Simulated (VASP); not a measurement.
# WS (P1) in VASP: notebook, part 2 of 3

VASP 6.6.1.

### 3 Single point, PBE

The input, INCAR:

```
SYSTEM = WS
PREC = Accurate
ENCUT = 520
EDIFF = 1E-7
ISMEAR = -1
SIGMA = 0.05
LREAL = .FALSE.
LASPH = .TRUE.
NELM = 80
ALGO = Normal
ISIF = 2
LWAVE = .FALSE.
LCHARG = .FALSE.
GGA = PE
NBANDS = 17
```

The input, KPOINTS:

```
regular mesh
0
G
  7 7 8
  0 0 0
```

The input, POSCAR:

```
WS
1.0
   -2.1564652700      2.1564652700      2.4747265300
    2.1564652700     -2.1564652700      2.4747265300
    2.1564652700      2.1564652700     -2.4747265300
W S
1 1
Direct
    0.4961930000      0.4991850000      0.0008550000
    0.0025700000      0.0029560000     -0.0170700000
```

Potentials or basis: VASP PAW PBE potentials, release 64 (W_sv, S).

Launch:

```console
> cat potpaw_PBE.64/W_sv/POTCAR potpaw_PBE.64/S/POTCAR > POTCAR
> mpirun -np 1 vasp_std > vasp.out
```

OUTCAR:

```text
SYSTEM = WS
   PREC = Accurate
   ENCUT = 520
   EDIFF = 1E-7
   ISMEAR = -1
   LREAL = .FALSE.
   LASPH = .TRUE.
   NELM = 80
   ISIF = 2
   GGA = PE

 ion  position               nearest neighbor table
   1  0.496  0.499  0.001-   2 2.41   2 2.54   2 3.00   2 3.04   2 3.06   2 3.11
   2  0.003  0.003  0.983-   1 2.41   1 2.54   1 3.00   1 3.04   1 3.06   1 3.11

  LATTYP: Found a body centered tetragonal cell.
 ALAT       =     4.3129305400
 C/A-ratio  =     1.1475846908

  Lattice vectors:

 A1 = (  -2.1564652700,   2.1564652700,   2.4747265300)
 A2 = (   2.1564652700,  -2.1564652700,   2.4747265300)
 A3 = (   2.1564652700,   2.1564652700,  -2.4747265300)

Analysis of symmetry for initial positions (statically):
=====================================================================
 Subroutine PRICEL returns:
 Original cell was already a primitive cell.

 Routine SETGRP: Setting up the symmetry group for a
 body centered tetragonal supercell.

 Subroutine GETGRP returns: Found  1 space group operations
 (whereof  1 operations were pure point group operations)
 out of a pool of 16 trial point group operations.

The static configuration has the point symmetry C_1 .

Analysis of symmetry for dynamics (positions and initial velocities):
=====================================================================
 Subroutine PRICEL returns:
 Original cell was already a primitive cell.

 Routine SETGRP: Setting up the symmetry group for a
 body centered tetragonal supercell.

 Subroutine GETGRP returns: Found  1 space group operations
 (whereof  1 operations were pure point group operations)
 out of a pool of 16 trial point group operations.

The dynamic configuration has the point symmetry C_1 .

 Subroutine INISYM returns: Found  1 space group operations
 (whereof  1 operations are pure point group operations),
 and found     1 'primitive' translations

----------------------------------------------------------------------------------------

                                     Primitive cell

  volume of cell :      46.0333

  direct lattice vectors                    reciprocal lattice vectors
    -2.156465270  2.156465270  2.474726530     0.000000000  0.231860910  0.202042526
     2.156465270 -2.156465270  2.474726530     0.231860910  0.000000000  0.202042526
     2.156465270  2.156465270 -2.474726530     0.231860910  0.231860910  0.000000000

  length of vectors
     3.927461816  3.927461816  3.927461816     0.307539695  0.307539695  0.327900844

  position of ions in fractional coordinates (direct lattice)
     0.496193000  0.499185000  0.000855000
     0.002570000  0.002956000  0.982930000

  ion indices of the primitive-cell ions
   primitive index   ion index
                 1           1
                 2           2

----------------------------------------------------------------------------------------

 KPOINTS: regular mesh

Automatic generation of k-mesh.
 Grid dimensions read from file:
 generate k-points for:    7    7    8

 Generating k-lattice:

[... 31 lines left out ...]
      ... skipping the blow-up phase ...

 Subroutine IBZKPT returns following result:
 ===========================================

 Found    197 irreducible k-points:

 Following reciprocal coordinates:
            Coordinates               Weight
  0.000000  0.000000  0.000000      1.000000
  0.142857  0.000000  0.000000      2.000000
  0.285714  0.000000 -0.000000      2.000000
  0.428571  0.000000 -0.000000      2.000000
  0.000000  0.142857  0.000000      2.000000
  0.142857  0.142857  0.000000      2.000000
[... 16 lines left out ...]
 -0.428571  0.428571  0.000000      2.000000
 -0.285714  0.428571 -0.000000      2.000000
 [... further k-points ...]
   k-points           NKPTS =    197   k-points in BZ     NKDIM =    197   number of bands    NBANDS=     17
   number of dos      NEDOS =    301   number of ions     NIONS =      2
   total plane-waves  NPLWV =  27000
   dimension x,y,z NGX =    30 NGY =   30 NGZ =   30
   dimension x,y,z NGXF=    60 NGYF=   60 NGZF=   60
   ions per type =               1   1
   NGX,Y,Z   is equivalent  to a cutoff of  12.70, 12.70, 12.70 a.u.
   NGXF,Y,Z  is equivalent  to a cutoff of  25.40, 25.40, 25.40 a.u.
 SYSTEM =  WS
   PREC   = accura    normal or accurate (medium, high low for compatibility)
   ISTART =      0    job   : 0-new  1-cont  2-samecut
   ICHARG =      2    charge: 1-file 2-atom 10-const
   ISPIN  =      1    spin polarized calculation?
   LNONCOLLINEAR =      F non collinear calculations
   LSORBIT =      F    spin-orbit coupling
   LASPH  =      T    aspherical Exc in radial PAW
   ENCUT  =  520.0 eV  38.22 Ry    6.18 a.u.   7.30  7.30  7.30*2*pi/ulx,y,z
   NELM   =     80;   NELMIN=  2; NELMDL= -5     # of ELM steps
   EDIFF  = 0.1E-06   stopping-criterion for ELM
   LREAL  =      F    real-space projection
   EDIFFG = 0.1E-05   stopping-criterion for IOM
   NSW    =      0    number of steps for IOM
   IBRION =     -1    ionic relax: 0-MD 1-quasi-New 2-CG
   NFREE  =      0    steps in history (QN), initial steepest desc. (CG)
   ISIF   =      2    stress and relaxation
   ISYM   =      2    0-nonsym 1-usesym 2-fastsym
   POTIM  = 0.5000    time-step for ionic-motion
   TEBEG  =    0.0;   TEEND  =   0.0 temperature during run
   PSTRESS=    0.0 pullay stress
   NELECT =      20.0000    total number of electrons
   NUPDOWN=      -1.0000    fix difference up-down
   EMIN   =  10.00;   EMAX   =-10.00  energy-range for DOS
   EFERMI =   0.00;   METHOD = LEGACY
   ISMEAR =    -1;   SIGMA  =   0.05  broadening in eV -4-tet -1-fermi 0-gaus
   EFERMI_NEDOS =   21; number of points for ismear=-14 and -15
   IALGO  =     38    algorithm
   IMIX   =      4    mixing-type and parameters
     AMIX     =   0.40;   BMIX     =  1.00
     AMIX_MAG =   1.60;   BMIX_MAG =  1.00
  volume/ion in A,a.u.               =      23.02       155.32
  Fermi-wavevector in a.u.,A,eV,Ry     =   1.239921  2.343111 20.917662  1.537405
  Thomas-Fermi vector in A             =   2.374384
   LORBIT       =      0    0 simple, 1 ext, 2 COOP (PROOUT), +10 PAW based schemes
   GGA     = PE    functional components
   LHFCALC =     F    Hartree Fock is set to
   AEXX    =    0.0000 exact exchange contribution
   IVDW    =     0    specifies the selected vdW correction
   LEPSILON=     F    determine dielectric tensor
   LRPA    =     F    only Hartree local field effects (RPA)
 non-spin polarized calculation
  energy-cutoff  :      520.00
  volume of cell :       46.03
 maximum number of plane-waves:      1268
 NGX is ok and might be reduce to    30
   NGX = 15   NGY = 15   NGZ = 15

 number of electron      20.0000000 magnetization

 Free energy of the ion-electron system (eV)
  ---------------------------------------------------
  ext. energy  EPLUGINS =         0.00000000
  ---------------------------------------------------
  free energy    TOTEN  =       -13.67839234 eV

  energy without entropy =      -13.63894467  energy(sigma->0) =      -13.65866850

 E-fermi :   5.9873     XC(G=0): -10.3757

 val. band max:        5.9868997708   @ k =  -0.2857   0.0000   0.1250
 cond. band min:       5.9891450216   @ k =   0.0000  -0.2857   0.1250
 fundamental gap:      0.0022452508
 Fermi energy:         5.9873496163

 k-point     1 :       0.0000    0.0000    0.0000
  band No.  band energies     occupation
      1     -68.9031      2.00000
      2     -33.1515      2.00000
      3     -32.9982      2.00000
      4     -32.9658      2.00000
      5      -8.6347      2.00000
      6       2.7100      2.00000
[... 457 lines left out ...]
      4     -32.9688      2.00000
      5      -8.0263      2.00000
      6       0.4912      2.00000
[... 9 lines left out ...]
     16      13.3922      0.00000
     17      15.6266      0.00000

 [... further k-points ...]

------------------------ aborting loop because EDIFF is reached ----------------------------------------

  FORCE on cell =-STRESS in cart. coord.  units (eV):
  Direction    XX          YY          ZZ          XY          YZ          ZX
  --------------------------------------------------------------------------------------
  -------------------------------------------------------------------------------------
  Total       -6.0651806     -6.0675981     -7.8251610      0.0760815     -0.0004653      0.0048011
  in kB     -211.0970575   -211.1811961   -272.3527245      2.6479960     -0.0161943      0.1670998
  external PRESSURE =    -231.5436593 kB  Pullay stress =       0.0000000 kB

 VOLUME and BASIS-vectors are now :
 -----------------------------------------------------------------------------
  energy-cutoff  :      520.00
  volume of cell :       46.03
      direct lattice vectors                 reciprocal lattice vectors
    -2.156465270  2.156465270  2.474726530     0.000000000  0.231860910  0.202042526
     2.156465270 -2.156465270  2.474726530     0.231860910  0.000000000  0.202042526
     2.156465270  2.156465270 -2.474726530     0.231860910  0.231860910  0.000000000

 POSITION                                       TOTAL-FORCE (eV/Angst)
 -----------------------------------------------------------------------------------
      0.00830     -0.00461      2.46117         0.172052      0.132670      0.194634
      2.12049      2.11882     -2.41881        -0.172052     -0.132670     -0.194634
 -----------------------------------------------------------------------------------
    total drift:                                0.000006      0.000006     -0.000210

  FREE ENERGIE OF THE ION-ELECTRON SYSTEM (eV)
  ---------------------------------------------------
  free  energy   TOTEN  =       -13.6783923373 eV

  energy  without entropy=      -13.6389446659  energy(sigma->0) =      -13.65866850
```

OSZICAR:

```text
N       E                     dE             d eps       ncg     rms          rms(c)
DAV:   1     0.145903066742E+03    0.14590E+03   -0.11624E+04  7018   0.114E+03
DAV:   2    -0.968107615652E+01   -0.15558E+03   -0.15208E+03  8313   0.315E+02
DAV:   3    -0.147173801425E+02   -0.50363E+01   -0.49584E+01  7712   0.541E+01
DAV:   4    -0.147777780602E+02   -0.60398E-01   -0.60342E-01  8053   0.649E+00
DAV:   5    -0.147787444872E+02   -0.96643E-03   -0.96635E-03  7833   0.847E-01    0.120E+01
DAV:   6    -0.137460905011E+02    0.10327E+01   -0.51656E+00  7021   0.137E+01    0.435E+00
DAV:   7    -0.136895858969E+02    0.56505E-01   -0.28568E-01  6979   0.342E+00    0.259E+00
DAV:   8    -0.136784072998E+02    0.11179E-01   -0.54824E-02  7329   0.135E+00    0.311E-01
DAV:   9    -0.136783003488E+02    0.10695E-03   -0.15102E-03  7323   0.348E-01    0.187E-01
DAV:  10    -0.136783798480E+02   -0.79499E-04   -0.45318E-04  7963   0.199E-01    0.524E-02
DAV:  11    -0.136783917123E+02   -0.11864E-04   -0.32811E-05  7048   0.489E-02    0.230E-02
DAV:  12    -0.136783926434E+02   -0.93114E-06   -0.30134E-06  7424   0.131E-02    0.536E-03
DAV:  13    -0.136783923702E+02    0.27319E-06   -0.10020E-06  7194   0.749E-03    0.120E-03
DAV:  14    -0.136783923373E+02    0.32940E-07   -0.32831E-08  3552   0.139E-03
   1 F= -.13678392E+02 E0= -.13658669E+02  d E =-.394477E-01
```

stdout:

```text
POSCAR found type information on POSCAR W S
 POSCAR found :  2 types and       2 ions
 scaLAPACK will be used
 LDA part: xc-table for (Slater+PW92), standard interpolation
 -----------------------------------------------------------------------------
|                                                                             |
|           W    W    AA    RRRRR   N    N  II  N    N   GGGG   !!!           |
|           W    W   A  A   R    R  NN   N  II  NN   N  G    G  !!!           |
|           W    W  A    A  R    R  N N  N  II  N N  N  G       !!!           |
|           W WW W  AAAAAA  RRRRR   N  N N  II  N  N N  G  GGG   !            |
|           WW  WW  A    A  R   R   N   NN  II  N   NN  G    G                |
|           W    W  A    A  R    R  N    N  II  N    N   GGGG   !!!           |
|                                                                             |
|     Your reciprocal lattice and k-lattice belong to different lattice       |
|     classes:                                                                |
|                                                                             |
|        The reciprocal lattice is body-centered tetragonal,                  |
|        whereas your k-lattice is base-centered monoclinic.                  |
|                                                                             |
|     Results are often still useful ...                                      |
|                                                                             |
 -----------------------------------------------------------------------------

 POSCAR, INCAR and KPOINTS ok, starting setup
 FFT: planning ... GRIDC
 FFT: planning ... GRID_SOFT
 FFT: planning ... GRID
 WAVECAR not read
 entering main loop
```

Wall time 2 min (1 thread of Intel Xeon Platinum 8488C (Sapphire Rapids), shared host); peak memory 0.28 GiB.

What came out:

| Property | Result |
| --- | --- |
| Free energy | -13.6784 eV |
| Pressure | -23.2 GPa |
| Largest force | 0.292 eV/Å |
| Band gap on the k mesh | zero (bands 10 and 11 overlap by 1.90 eV) |

Forces in eV/Å, atoms in the order of the input:
```
W    0.172  0.133  0.195
S   -0.172 -0.133 -0.195
```

Stress tensor (GPa, compression positive):
```
-21.11   0.26   0.02
  0.26 -21.12   0.00
  0.02   0.00 -27.24
```

Levels at points of the mesh, in eV from the Fermi level:
| k point | band 8 | band 9 | band 10 | band 11 | band 12 | band 13 |
| --- | --- | --- | --- | --- | --- | --- |
| (0.00, 0.00, 0.00) | -2.78 | -1.95 | -1.60 | -1.56 | -1.11 | -0.33 |
| (0.00, 0.00, 0.50) | -3.20 | -2.33 | -0.96 | 0.32 | 0.45 | 0.59 |

Caveat: the cell stands under tension; spin-orbit coupling is left out, which moves the levels of the heavy elements.

### 4 Single point, PBE

The input, INCAR:

```
SYSTEM = WS
PREC = Accurate ; ENCUT = 520
EDIFF = 1E-7 ; ISMEAR = -1
SIGMA = 0.05 ; LREAL = .FALSE.
LASPH = .TRUE. ; NELM = 80
ALGO = Normal ; ISIF = 2
LWAVE = .FALSE. ; LCHARG = .TRUE.
GGA = PE ; LELF = .TRUE.
LVHAR = .TRUE. ; NBANDS = 17
```

The input, KPOINTS:

```
Automatic mesh
0
G
  9 9 10
  0 0 0
```

POSCAR is that of step 3.

Potentials or basis: VASP PAW PBE potentials, release 64 (W_sv, S).

Launch:

```console
> cat potpaw_PBE.64/W_sv/POTCAR potpaw_PBE.64/S/POTCAR > POTCAR
> mpirun -np 1 vasp_std > vasp.out
```

OUTCAR:

```text
SYSTEM = WS
   PREC = Accurate
   ENCUT = 520
   EDIFF = 1E-7
   ISMEAR = -1
   LREAL = .FALSE.
   LASPH = .TRUE.
   NELM = 80
   ISIF = 2
   GGA = PE

 ion  position               nearest neighbor table
   1  0.496  0.499  0.001-   2 2.41   2 2.54   2 3.00   2 3.04   2 3.06   2 3.11
   2  0.003  0.003  0.983-   1 2.41   1 2.54   1 3.00   1 3.04   1 3.06   1 3.11

  LATTYP: Found a body centered tetragonal cell.
 ALAT       =     4.3129305400
 C/A-ratio  =     1.1475846908

[... 690 lines left out ...]

------------------------ aborting loop because EDIFF is reached ----------------------------------------

  FORCE on cell =-STRESS in cart. coord.  units (eV):
  Direction    XX          YY          ZZ          XY          YZ          ZX
  --------------------------------------------------------------------------------------
  -------------------------------------------------------------------------------------
  Total       -6.0375532     -6.0400239     -7.9047865      0.0212998     -0.0047253     -0.0043714
  in kB     -210.1354935   -210.2214843   -275.1240685      0.7413350     -0.1644616     -0.1521468
  external PRESSURE =    -231.8270155 kB  Pullay stress =       0.0000000 kB

 VOLUME and BASIS-vectors are now :
 -----------------------------------------------------------------------------
  energy-cutoff  :      520.00
  volume of cell :       46.03
      direct lattice vectors                 reciprocal lattice vectors
    -2.156465270  2.156465270  2.474726530     0.000000000  0.231860910  0.202042526
     2.156465270 -2.156465270  2.474726530     0.231860910  0.000000000  0.202042526
     2.156465270  2.156465270 -2.474726530     0.231860910  0.231860910  0.000000000

 POSITION                                       TOTAL-FORCE (eV/Angst)
 -----------------------------------------------------------------------------------
      0.00830     -0.00461      2.46117         0.218624      0.161217      0.129064
      2.12049      2.11882     -2.41881        -0.218624     -0.161217     -0.129064
 -----------------------------------------------------------------------------------
    total drift:                                0.000005      0.000006     -0.000253

  FREE ENERGIE OF THE ION-ELECTRON SYSTEM (eV)
  ---------------------------------------------------
  free  energy   TOTEN  =       -13.6787452264 eV

  energy  without entropy=      -13.6423968103  energy(sigma->0) =      -13.66057102
```

Run time: 3.9 min. Hardware: 1 thread of Intel Xeon Platinum 8488C (Sapphire Rapids), shared host; peak memory 0.41 GiB.

Results:

| Quantity | Value |
| --- | --- |
| Free energy | -13.6787 eV |
| Pressure | -23.2 GPa |
| Largest force | 0.301 eV/Å |
| Band gap on the k mesh | zero (bands 10 and 11 overlap by 1.98 eV) |

Forces in eV/Å, atoms in the order of the input:
```
W    0.219  0.161  0.129
S   -0.219 -0.161 -0.129
```

Stress tensor (GPa, compression positive):
```
-21.01   0.07  -0.02
  0.07 -21.02  -0.02
 -0.02  -0.02 -27.51
```

Levels at points of the mesh, in eV from the Fermi level:
| k point | band 8 | band 9 | band 10 | band 11 | band 12 | band 13 |
| --- | --- | --- | --- | --- | --- | --- |
| (0.00, 0.00, 0.00) | -2.81 | -1.96 | -1.60 | -1.58 | -1.11 | -0.32 |
| (0.00, 0.00, 0.50) | -3.22 | -2.33 | -0.95 | 0.33 | 0.44 | 0.58 |

Caveat: the cell stands under tension; spin-orbit coupling is left out, which moves the levels of the heavy elements.

(Continued in part 3 of 3.)
